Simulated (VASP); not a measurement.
# Cs (P6_3/mmc) in VASP: notebook

Cs is run at these levels: PBEsol; tasks: relaxation of shape and atoms at fixed volume, relaxation of cell and atoms.

Everything below comes from runs of VASP 6.6.1. Logs are shortened: lines on timing, memory, paths and dates and some standing lists are left out, and cuts for length are marked.

**1. The cell of the first run**

The structure is hexagonal, space group P6_3/mmc (No. 194). Conventional cell: a = 5.095 Å, b = 5.095 Å, c = 8.254 Å, α = 90.00°, β = 90.00°, γ = 120.00°.

This isn't the form of Cs at room conditions, which is bcc.

**2. Relaxation of shape and atoms at fixed volume, PBEsol**

Contents of INCAR:

```
SYSTEM = Cs
PREC = Accurate
ENCUT = 600
EDIFF = 1E-7
ISMEAR = -1
SIGMA = 0.08
LREAL = .False.
LASPH = .True.
NELM = 100
ALGO = Normal
ISIF = 4
LWAVE = .False.
LCHARG = .False.
GGA = PS
IBRION = 2
NSW = 50
EDIFFG = -0.005
```

Contents of KPOINTS:

```
Automatic mesh
0
Gamma
  8 8 5
  0 0 0
```

Contents of POSCAR:

```
Cs
1.0
    5.0949566966      0.0000000000      0.0000000000
   -2.5474783483      4.4123619304      0.0000000000
    0.0000000000      0.0000000000      8.2538298486
Cs
2
Direct
    0.3333333333      0.6666666667      0.2500000000
    0.6666666667      0.3333333333      0.7500000000
```

Potentials or basis: VASP PAW PBE potentials, release 64 (Cs_sv).

Launch:

```console
$ cat potpaw_PBE.64/Cs_sv/POTCAR > POTCAR
$ mpirun -np 1 vasp_std > vasp.out
```

OUTCAR:

```text
SYSTEM = Cs
   PREC = Accurate
   ENCUT = 600
   EDIFF = 1E-7
   ISMEAR = -1
   LREAL = .False.
   LASPH = .True.
   NELM = 100
   ISIF = 4
   GGA = PS
   IBRION = 2
   NSW = 50
   EDIFFG = -0.005

 ion  position               nearest neighbor table
   1  0.333  0.667  0.250-
   2  0.667  0.333  0.750-

  LATTYP: Found a hexagonal cell.
 ALAT       =     5.0949566966
 C/A-ratio  =     1.6200000000

  Lattice vectors:

 A1 = (   5.0949566966,   0.0000000000,   0.0000000000)
 A2 = (  -2.5474783483,   4.4123619304,   0.0000000000)
 A3 = (   0.0000000000,   0.0000000000,   8.2538298486)

Analysis of symmetry for initial positions (statically):
=====================================================================
 Subroutine PRICEL returns:
 Original cell was already a primitive cell.

 Routine SETGRP: Setting up the symmetry group for a
 hexagonal supercell.

 Subroutine GETGRP returns: Found 24 space group operations
 (whereof 12 operations were pure point group operations)
 out of a pool of 24 trial point group operations.

The static configuration has the point symmetry D_3d.
 The point group associated with its full space group is D_6h.

Analysis of symmetry for dynamics (positions and initial velocities):
=====================================================================
 Subroutine PRICEL returns:
 Original cell was already a primitive cell.

 Routine SETGRP: Setting up the symmetry group for a
 hexagonal supercell.

 Subroutine GETGRP returns: Found 24 space group operations
 (whereof 12 operations were pure point group operations)
 out of a pool of 24 trial point group operations.

The dynamic configuration has the point symmetry D_3d.
 The point group associated with its full space group is D_6h.

 Subroutine INISYM returns: Found 24 space group operations
 (whereof 12 operations are pure point group operations),
 and found     1 'primitive' translations

----------------------------------------------------------------------------------------

                                     Primitive cell

  volume of cell :     185.5526

  direct lattice vectors                    reciprocal lattice vectors
     5.094956697  0.000000000  0.000000000     0.196272522  0.113317993  0.000000000
    -2.547478348  4.412361930  0.000000000     0.000000000  0.226635987  0.000000000
     0.000000000  0.000000000  8.253829849     0.000000000  0.000000000  0.121155878

  length of vectors
     5.094956697  5.094956697  8.253829849     0.226635987  0.226635987  0.121155878

  position of ions in fractional coordinates (direct lattice)
     0.333333333  0.666666667  0.250000000
     0.666666667  0.333333333  0.750000000

  ion indices of the primitive-cell ions
   primitive index   ion index
                 1           1
                 2           2

----------------------------------------------------------------------------------------

 KPOINTS: Automatic mesh

Automatic generation of k-mesh.
 Grid dimensions read from file:
 generate k-points for:    8    8    5

 Generating k-lattice:

  Cartesian coordinates                     Fractional coordinates (reciprocal lattice)
     0.024534065  0.014164749  0.000000000     0.125000000 -0.000000000  0.000000000
     0.000000000  0.028329498  0.000000000     0.000000000  0.125000000  0.000000000
     0.000000000  0.000000000  0.024231176     0.000000000  0.000000000  0.200000000

  Length of vectors
     0.028329498  0.028329498  0.024231176

  Shift w.r.t. Gamma in fractional coordinates (k-lattice)
     0.000000000  0.000000000  0.000000000

 Subroutine IBZKPT returns following result:
 ===========================================

 Found     30 irreducible k-points:

 Following reciprocal coordinates:
            Coordinates               Weight
  0.000000  0.000000  0.000000      1.000000
  0.125000  0.000000  0.000000      6.000000
  0.250000  0.000000  0.000000      6.000000
  0.375000 -0.000000  0.000000      6.000000
  0.500000  0.000000  0.000000      3.000000
  0.125000  0.125000  0.000000      6.000000
[... 16 lines left out ...]
  0.250000  0.000000  0.400000     12.000000
  0.375000 -0.000000  0.400000     12.000000
 [... further k-points ...]
   k-points           NKPTS =     30   k-points in BZ     NKDIM =     30   number of bands    NBANDS=     13
   number of dos      NEDOS =    301   number of ions     NIONS =      2
   total plane-waves  NPLWV = 123480
   dimension x,y,z NGX =    42 NGY =   42 NGZ =   70
   dimension x,y,z NGXF=    84 NGYF=   84 NGZF=  140
   ions per type =               2
   NGX,Y,Z   is equivalent  to a cutoff of  13.70, 13.70, 14.10 a.u.
   NGXF,Y,Z  is equivalent  to a cutoff of  27.41, 27.41, 28.20 a.u.
 SYSTEM =  Cs
   PREC   = accura    normal or accurate (medium, high low for compatibility)
   ISTART =      0    job   : 0-new  1-cont  2-samecut
   ICHARG =      2    charge: 1-file 2-atom 10-const
   ISPIN  =      1    spin polarized calculation?
   LNONCOLLINEAR =      F non collinear calculations
   LSORBIT =      F    spin-orbit coupling
   LASPH  =      T    aspherical Exc in radial PAW
   ENCUT  =  600.0 eV  44.10 Ry    6.64 a.u.  10.18 10.18 16.48*2*pi/ulx,y,z
   NELM   =    100;   NELMIN=  2; NELMDL= -5     # of ELM steps
   EDIFF  = 0.1E-06   stopping-criterion for ELM
   LREAL  =      F    real-space projection
   EDIFFG = -.5E-02   stopping-criterion for IOM
   NSW    =     50    number of steps for IOM
   IBRION =      2    ionic relax: 0-MD 1-quasi-New 2-CG
   NFREE  =      1    steps in history (QN), initial steepest desc. (CG)
   ISIF   =      4    stress and relaxation
   ISYM   =      2    0-nonsym 1-usesym 2-fastsym
   POTIM  = 0.5000    time-step for ionic-motion
   TEBEG  =    0.0;   TEEND  =   0.0 temperature during run
   PSTRESS=    0.0 pullay stress
   NELECT =      18.0000    total number of electrons
   NUPDOWN=      -1.0000    fix difference up-down
   EMIN   =  10.00;   EMAX   =-10.00  energy-range for DOS
   EFERMI =   0.00;   METHOD = LEGACY
   ISMEAR =    -1;   SIGMA  =   0.08  broadening in eV -4-tet -1-fermi 0-gaus
   EFERMI_NEDOS =   21; number of points for ismear=-14 and -15
   IALGO  =     38    algorithm
   IMIX   =      4    mixing-type and parameters
     AMIX     =   0.40;   BMIX     =  1.00
     AMIX_MAG =   1.60;   BMIX_MAG =  1.00
  volume/ion in A,a.u.               =      92.78       626.09
  Fermi-wavevector in a.u.,A,eV,Ry     =   0.752217  1.421484  7.698595  0.565831
  Thomas-Fermi vector in A             =   1.849377
   LORBIT       =      0    0 simple, 1 ext, 2 COOP (PROOUT), +10 PAW based schemes
   GGA     = PS    functional components
   LHFCALC =     F    Hartree Fock is set to
   AEXX    =    0.0000 exact exchange contribution
   IVDW    =     0    specifies the selected vdW correction
   LEPSILON=     F    determine dielectric tensor
   LRPA    =     F    only Hartree local field effects (RPA)
 conjugate gradient relaxation of ions
 non-spin polarized calculation
  energy-cutoff  :      600.00
  volume of cell :      185.55
 maximum number of plane-waves:      6279
 NGX is ok and might be reduce to    42
   NGX = 21   NGY = 21   NGZ = 33

 number of electron      18.0000000 magnetization

 Free energy of the ion-electron system (eV)
  ---------------------------------------------------
  ext. energy  EPLUGINS =         0.00000000
  ---------------------------------------------------
  free energy    TOTEN  =        -1.87063479 eV

  energy without entropy =       -1.81081179  energy(sigma->0) =       -1.84072329

 E-fermi :   0.9437     XC(G=0):  -6.0680

 val. band max:        0.9230962712   @ k =   0.2500   0.1250   0.4000
 cond. band min:       0.9471491843   @ k =   0.5000   0.0000   0.4000
 fundamental gap:      0.0240529131
 Fermi energy:         0.9437336443

 k-point     1 :       0.0000    0.0000    0.0000
  band No.  band energies     occupation
      1     -22.7802      2.00000
      2     -22.7627      2.00000
      3      -9.7346      2.00000
      4      -9.4913      2.00000
      5      -9.4913      2.00000
      6      -9.4530      2.00000
      7      -9.4530      2.00000
      8      -9.4487      2.00000
      9      -0.9515      2.00000
     10       0.8377      1.57999
     11       2.0069      0.00000
     12       3.4365      0.00000
     13       3.5081      0.00000

 k-point     2 :       0.1250    0.0000    0.0000
  band No.  band energies     occupation
      1     -22.7780      2.00000
      2     -22.7617      2.00000
      3      -9.7207      2.00000
      4      -9.5225      2.00000
      5      -9.5011      2.00000
      6      -9.4855      2.00000
      7      -9.4576      2.00000
      8      -9.4542      2.00000
      9      -0.7710      2.00000
     10       1.0274      0.52025
     11       1.9425      0.00001
     12       2.9567      0.00000
     13       3.4986      0.00000

 k-point     3 :       0.2500    0.0000    0.0000
  band No.  band energies     occupation
      1     -22.7726      2.00000
      2     -22.7596      2.00000
      3      -9.6833      2.00000
      4      -9.5982      2.00000
      5      -9.5599      2.00000
      6      -9.5236      2.00000
      7      -9.4709      2.00000
      8      -9.4697      2.00000
      9      -0.2762      2.00000
     10       1.4802      0.00245
     11       1.7987      0.00005
     12       2.3791      0.00000
     13       3.0185      0.00000
[... 305 lines left out ...]
 k-point    23 :       0.2500    0.0000    0.4000
  band No.  band energies     occupation
      1     -22.7681      2.00000
      2     -22.7641      2.00000
      3      -9.6542      2.00000
      4      -9.6174      2.00000
      5      -9.5407      2.00000
      6      -9.5052      2.00000
      7      -9.5024      2.00000
      8      -9.4885      2.00000
      9       0.1503      1.99990
     10       0.6218      1.96488
     11       2.2460      0.00000
     12       2.4867      0.00000
     13       2.8729      0.00000

 k-point    24 :       0.3750   -0.0000    0.4000
  band No.  band energies     occupation
      1     -22.7636      2.00000
      2     -22.7609      2.00000
      3      -9.7001      2.00000
      4      -9.6813      2.00000
      5      -9.5446      2.00000
      6      -9.5237      2.00000
      7      -9.5089      2.00000
      8      -9.5044      2.00000
      9       0.6687      1.93775
     10       0.9861      0.74142
     11       2.0818      0.00000
     12       2.1524      0.00000
     13       2.7156      0.00000

 [... further k-points ...]

------------------------ aborting loop because EDIFF is reached ----------------------------------------

  FORCE on cell =-STRESS in cart. coord.  units (eV):
  Direction    XX          YY          ZZ          XY          YZ          ZX
  --------------------------------------------------------------------------------------
  -------------------------------------------------------------------------------------
  Total        0.4901809      0.4901809      0.4828558      0.0000000      0.0000000      0.0000000
  in kB        4.2325280      4.2325280      4.1692782      0.0000000      0.0000000      0.0000000
  external PRESSURE =       4.2114447 kB  Pullay stress =       0.0000000 kB

 VOLUME and BASIS-vectors are now :
 -----------------------------------------------------------------------------
  energy-cutoff  :      600.00
  volume of cell :      185.55
      direct lattice vectors                 reciprocal lattice vectors
     5.094956697  0.000000000  0.000000000     0.196272522  0.113317993  0.000000000
    -2.547478348  4.412361930  0.000000000     0.000000000  0.226635987  0.000000000
     0.000000000  0.000000000  8.253829849     0.000000000  0.000000000  0.121155878

 POSITION                                       TOTAL-FORCE (eV/Angst)
 -----------------------------------------------------------------------------------
     -0.00000      2.94157      2.06346        -0.000000     -0.000000      0.000000
      2.54748      1.47079      6.19037         0.000000      0.000000      0.000000
 -----------------------------------------------------------------------------------
    total drift:                               -0.000000      0.000000     -0.000000

  FREE ENERGIE OF THE ION-ELECTRON SYSTEM (eV)
  ---------------------------------------------------
  free  energy   TOTEN  =        -1.8706347930 eV

  energy  without entropy=       -1.8108117890  energy(sigma->0) =       -1.84072329

 reached required accuracy - stopping structural energy minimisation
```

Wall time 44 s (1 thread of Intel Xeon Platinum 8488C (Sapphire Rapids), shared host); peak memory 0.35 GiB.

Results:

| Quantity | Value |
| --- | --- |
| Free energy | -1.8706 eV |
| Pressure after relaxing | 0.4 GPa |
| Band gap on the k mesh | zero (bands 9 and 10 overlap by 1.37 eV) |

Final structure:
```xyz
2
Lattice="5.0950 0.0000 0.0000 -2.5475 4.4124 0.0000 0.0000 0.0000 8.2538" Properties=species:S:1:pos:R:3 pbc="T T T"
Cs    0.0000    2.9416    2.0635
Cs    2.5475    1.4708    6.1904
```

Levels at points of the mesh, in eV from the Fermi level:
```tsv
k point	band 6	band 7	band 8	band 9	band 10	band 11	band 12	band 13
(0.00, 0.00, 0.00)	-10.40	-10.40	-10.39	-1.90	-0.11	1.06	2.49	2.56
(0.50, 0.00, 0.00)	-10.50	-10.46	-10.43	-0.03	0.36	0.67	0.98	1.85
```

Caveat: the PAW data sets were made with another functional, which shifts forces and pressure a little; spin-orbit coupling is left out, which moves the levels of the heavy elements.

[end of part 1 of 2]

The gap in the log of VASP goes by the Fermi energy; the results here count the filled bands.